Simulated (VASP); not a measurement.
CaO (Lime): relaxation of cell and atoms with PBEsol

The system is CaO (Lime).

```
CELL_PARAMETERS angstrom
0.00000 2.40650 2.40650
2.40650 0.00000 2.40650
2.40650 2.40650 0.00000
ATOMIC_POSITIONS crystal
Ca 0.00000 0.00000 0.00000
O 0.50000 0.50000 0.50000
```

```
Program                : VASP 6.6.1
Task                   : relaxation of cell and atoms
Functional             : PBEsol
Potentials or basis    : VASP PAW PBE potentials, release 64 (Ca_sv, O)
Cutoff                 : 600 eV
k mesh                 : 7 × 7 × 7
Occupations            : gaussian, width 0.01 eV
Spin                   : no spin polarisation
Target pressure        : 30 GPa
Dipole correction      : no
Further INCAR settings : ALGO = Normal; EDIFF = 1e-06; IBRION = 2; EDIFFG = -0.01; NSW = 80; ISIF = 3
```

```yaml
Relaxed_volume: 11.42 Å³/atom
Relaxed_cell: a = 3.184 Å, b = 3.184 Å, c = 3.184 Å, α = 60.00°, β = 60.00°, γ = 60.00°
Space_group_after_relaxing_to_0.05_Å: Fm-3m (No. 225)
Energy_change_on_relaxing_the_enthalpy_is_what_falls: +171.4 meV/atom
Ionic_steps: 7
Pressure_after_relaxing: 29.9 GPa
Band_gap_on_the_k_mesh: 3.46 eV, indirect (least direct gap 3.76 eV)
```

Step by step:
| step | energy change (eV) | largest force (eV/Å) | pressure (GPa) | volume (Å³) |
| --- | --- | --- | --- | --- |
| 1 | 0.0000 | 0.0000 | -2.61 | 27.87 |
| 2 | 2.4081 | 0.0000 | 121.33 | 17.93 |
| 3 | 0.2980 | 0.0000 | 27.35 | 23.08 |
| 4 | 0.3336 | 0.0000 | 29.39 | 22.88 |
| 5 | 0.3510 | 0.0000 | 30.27 | 22.79 |
| 6 | 0.3403 | 0.0000 | 29.80 | 22.85 |
| 7 | 0.3429 | 0.0000 | 29.90 | 22.83 |

Final structure:
```
Ca O
1.0
     0.00000    2.25172    2.25172
     2.25172    0.00000    2.25172
     2.25172    2.25172    0.00000
Ca O
1 1
Direct
  0.00000 0.00000 0.00000
  0.50000 0.50000 0.50000
```

Levels at points of the mesh, in eV from the valence-band top:
```csv
k point,band 6,band 7,band 8,band 9,band 10,band 11
"(0.00, 0.00, 0.00)",0.00,0.00,0.00,6.32,6.59,6.59
```

Run time: 52 s on 1 thread of AMD EPYC 7R43 64-Core Processor (Zen 3), with other jobs on the host, peak memory 0.14 GiB.

Caveat: the cell is relaxed towards a set pressure, so the enthalpy falls and the energy may rise; the volume moved by over 15 % at a fixed basis, so the end points are rough; the PAW data sets were made with another functional, which shifts forces and pressure a little. A k mesh can miss the band edges.
